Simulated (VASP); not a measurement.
Set up this calculation in VASP 6.6.1, as the native input.

| Item | Value |
| --- | --- |
| Task | single point |
| Functional | PBE |
| Potentials or basis | VASP PAW PBE potentials, release 64 (Na_pv, F) |
| Cutoff | 520 eV |
| k mesh | 6 × 6 × 8 |
| Occupations | gaussian, width 0.02 eV |
| Spin | no spin polarisation |
| Dipole correction | no |
| Further INCAR settings | ALGO = Normal; EDIFF = 1e-06; NBANDS = 30 |

The structure of NaF lies in POSCAR:

```
NaF
1.0
    3.1081344403     -4.7403898008     -0.0013417705
    3.1081344403      4.7403898008     -0.0013417705
   -1.4078334628      0.0000000000      2.6097092376
Na F
3 3
Direct
    0.3029231125      0.9971170354      0.3994771457
    0.6627040376      0.6627040376      0.9130815619
    0.9971170354      0.3029231125      0.3994771457
    0.6958623114      0.0028148474      0.5998928283
    0.3383396557      0.3383396557      0.0880724900
    0.0028148474      0.6958623114      0.5998928283
```

This cell differs from its parent crystal: volume scaled by 0.91, then relaxed in part.

One way to write it, as run:

INCAR

```
ALGO     = Normal         # electronic algorithm
EDIFF    = 1E-6           # SCF threshold, eV
ENCUT    = 520            # plane-wave cutoff, eV
GGA      = PE             # functional
ISIF     = 2              # what is computed and relaxed
ISMEAR   = 0              # smearing method
LASPH    = True           # aspherical terms in the spheres
LCHARG   = True           # write CHGCAR
LELF     = True           # ELF
LREAL    = False          # projectors in reciprocal space
LVHAR    = True         
LWAVE    = False          # write WAVECAR
NBANDS   = 30             # bands
NELM     = 60             # most SCF steps
PREC     = Accurate       # precision mode
SIGMA    = 0.02           # smearing width, eV
```

KPOINTS

```
k-points
0
Gamma
  6 6 8
```

Potentials or basis: VASP PAW PBE potentials, release 64 (Na_pv, F).

Command:

```bash
$ cat potpaw_PBE.64/Na_pv/POTCAR potpaw_PBE.64/F/POTCAR > POTCAR
$ mpirun -np 1 vasp_std > vasp.out
```

It gave:

| Item | Value |
| --- | --- |
| Pressure | 4.5 GPa |
| Largest force | 0.022 eV/Å |
| Band gap on the k mesh | 5.81 eV, indirect (least direct gap 5.84 eV) |

Wall time 4.5 min on 1 thread of Oxide Virtual Turin-like Processor (shared host), peak memory 0.25 GiB.
